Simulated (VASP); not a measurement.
Bi, 1 atom in the cell. It takes space group Immm (No. 71, orthorhombic). Conventional cell: a = 3.806 Å, b = 3.850 Å, c = 4.100 Å, α = 90.00°, β = 90.00°, γ = 90.00°. Bi (site symmetry mmm) has 14 Bi at 3.40 to 4.10 Å within 4.5 Å.  This cell differs from its parent crystal: strain +e along x and -e along y -0.0375, strain +e along z and -e/2 along x and y -0.0175.

* Program: VASP 6.6.1
* Task: single point
* Functional: PBE
* Dispersion: D3(BJ)
* Potentials or basis: VASP PAW PBE potentials, release 64 (Bi_d)
* Cutoff: 520 eV
* k mesh: 16 × 16 × 16
* Occupations: gaussian, width 0.15 eV
* Spin: no spin polarisation
* Dipole correction: no
* Further INCAR settings: ALGO = Fast; EDIFF = 1e-07; NBANDS = 14

Potentials or basis: VASP PAW PBE potentials, release 64 (Bi_d).

Run with:

```bash
$ cat potpaw_PBE.64/Bi_d/POTCAR > POTCAR
$ mpirun -np 1 vasp_std > vasp.out
```

Hardware: 1 thread of Intel Xeon 8259CL, with other jobs on the host.

Task: How long does it take, and how much memory?

Result: It took 6.8 min on 1 thread of Intel Xeon 8259CL, with other jobs on the host, peak memory 0.35 GiB. Counts: scf iterations 13, k points 621.
